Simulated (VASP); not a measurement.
Set up this calculation in VASP 6.6.1, as the native input.

* Task: single point
* Functional: PBEsol
* Potentials or basis: VASP PAW PBE potentials, release 64 (Al, N)
* Cutoff: 520 eV
* k mesh: 9 × 9 × 6
* Occupations: gaussian, width 0.05 eV
* Spin: no spin polarisation
* Dipole correction: no
* Further INCAR settings: ALGO = Normal; EDIFF = 1e-06; NBANDS = 16

The structure of AlN lies in POSCAR:

```
AlN
1.0
    3.2043322161      0.0000000000      0.0000000000
   -1.6021661081      2.7750331013      0.0000000000
    0.0000000000      0.0000000000      4.8286600000
Al N
2 2
Direct
    0.3333333333      0.6666666667      0.0000000000
    0.6666666667      0.3333333333      0.5000000000
    0.3333333333      0.6666666667      0.3850000000
    0.6666666667      0.3333333333      0.8850000000
```

This cell differs from its parent crystal: strain +0.030 along x and y, -0.030 along z.

The input as run:

INCAR

```
ALGO = Normal
EDIFF = 1E-6
ENCUT = 520
GGA = PS
ISIF = 2
ISMEAR = 0
LASPH = T
LCHARG = F
LREAL = F
LWAVE = F
NBANDS = 16
NELM = 100
PREC = Accurate
SIGMA = 0.05
```

KPOINTS

```
k-points
0
Gamma
  9 9 6
```

Potentials or basis: VASP PAW PBE potentials, release 64 (Al, N).

Command:

```console
$ cat potpaw_PBE.64/Al/POTCAR potpaw_PBE.64/N/POTCAR > POTCAR
$ mpirun -np 1 vasp_std > vasp.out
```

Results of the run:

- Pressure: -5.0 GPa
- Largest force: 0.581 eV/Å
- Band gap on the k mesh: 3.68 eV, direct

Caveat: the cell differs from its parent crystal (strain +0.030 along x and y, -0.030 along z); the PAW data sets were made with another functional, which shifts forces and pressure a little.

It took 36 s on 1 thread of AMD EPYC 7R13 Processor (Zen 3) (shared host), peak memory 0.13 GiB.
